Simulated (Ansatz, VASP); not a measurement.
MnAu in VASP and in Ansatz

```
CELL_PARAMETERS angstrom
3.09706 0.00000 0.00000
0.00000 3.09706 0.00000
0.00000 0.00000 3.09706
ATOMIC_POSITIONS crystal
Mn 0.50000 0.50000 0.50000
Au 0.00000 0.00000 0.00000
```

Change from the starting cell: volume scaled by 0.9, LAPW.

Alike in both runs: task single point; functional PBEsol; k mesh 11 × 11 × 11; occupations fermi-dirac, width 0.05 eV; collinear spin.

```csv
,VASP,Ansatz
version,VASP 6.6.1,Ansatz 0.2.0
potentials or method,"VASP PAW PBE potentials, release 64 (Mn_pv, Au), cutoff 500 eV","all-electron LAPW, scalar-relativistic"
```

Ansatz gave:

- pressure (GPa): 8.7
- net moment per atom (μB): 1.96
- size of the moment on the site where the two differ most (μB): 3.74

Problem. Which values does VASP return?

Solution. Pressure (GPa): 8.4; net moment per atom (μB): 1.96; size of the moment on the site where the two differ most (μB): 3.69.

VASP's potentials were made for PBE, not for PBEsol. Site moments also hang on the region over which each program counts them. Ansatz ran all-electron here, and VASP with PAW potentials.

Spin-orbit coupling is off throughout.
